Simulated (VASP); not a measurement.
# Al3Cu: single point with PBEsol

The system is Al3Cu.

```xyz
4
Lattice="3.8924 0.0730 0.0000 0.0730 3.8924 0.0000 0.0000 0.0000 3.8924" Properties=species:S:1:pos:R:3 pbc="T T T"
Al    0.0365    1.9462    1.9462
Al    1.9462    0.0365    1.9462
Al    1.9827    1.9827    0.0000
Cu    0.0000    0.0000    0.0000
```

This cell differs from its parent crystal: strain +0.0375 x Voigt [0, 0, 0, 0, 0, 1].

```json
{
 "Program": "VASP 6.6.1",
 "Task": "single point",
 "Functional": "PBEsol",
 "Potentials or basis": "VASP PAW PBE potentials, release 64 (Al, Cu)",
 "Cutoff": "520 eV",
 "k mesh": "12 × 12 × 12",
 "Occupations": "gaussian, width 0.15 eV",
 "Spin": "no spin polarisation"
}
```

```yaml
Pressure: 0.4 GPa
Band_gap_on_the_k_mesh: zero (bands 10 and 11 overlap by 4.23 eV)
```

Stress tensor (GPa, compression positive):
```
 0.51 -1.30  0.00
-1.30  0.51  0.00
 0.00  0.00  0.05
```

Levels at points of the mesh, in eV from the Fermi level:
| k point | band 6 | band 7 | band 8 | band 9 | band 10 | band 11 | band 12 | band 13 | band 14 | band 15 |
| --- | --- | --- | --- | --- | --- | --- | --- | --- | --- | --- |
| (0.00, 0.00, 0.00) | -3.61 | -2.47 | -2.43 | -2.37 | -0.59 | 0.51 | 0.52 | 6.03 | 6.50 | 6.78 |
| (0.50, 0.00, 0.00) | -3.59 | -3.41 | 0.15 | 0.25 | 0.29 | 0.33 | 0.75 | 2.07 | 2.36 | 3.40 |
| (0.50, 0.50, 0.00) | -3.85 | -3.42 | -3.34 | -3.08 | 1.33 | 2.81 | 3.18 | 3.34 | 3.57 | 3.94 |
| (0.00, 0.00, 0.50) | -3.59 | -3.41 | 0.16 | 0.18 | 0.32 | 0.51 | 0.71 | 2.01 | 2.35 | 3.36 |
| (0.50, 0.00, 0.50) | -3.86 | -3.41 | -3.34 | -3.08 | 1.30 | 2.90 | 2.95 | 3.15 | 3.83 | 3.97 |
| (0.50, 0.50, 0.50) | -4.01 | -3.88 | -3.41 | -3.41 | -2.50 | -2.02 | -1.86 | -1.76 | 11.96 | 12.21 |

It took 2.9 min on 1 thread of Intel(R) Xeon(R) 6975P-C (Granite Rapids), on a shared host, peak memory 0.39 GiB.

Caveat: the cell differs from its parent crystal (strain +0.0375 x Voigt [0, 0, 0, 0, 0, 1]); the PAW data sets were made with another functional, which shifts forces and pressure a little.
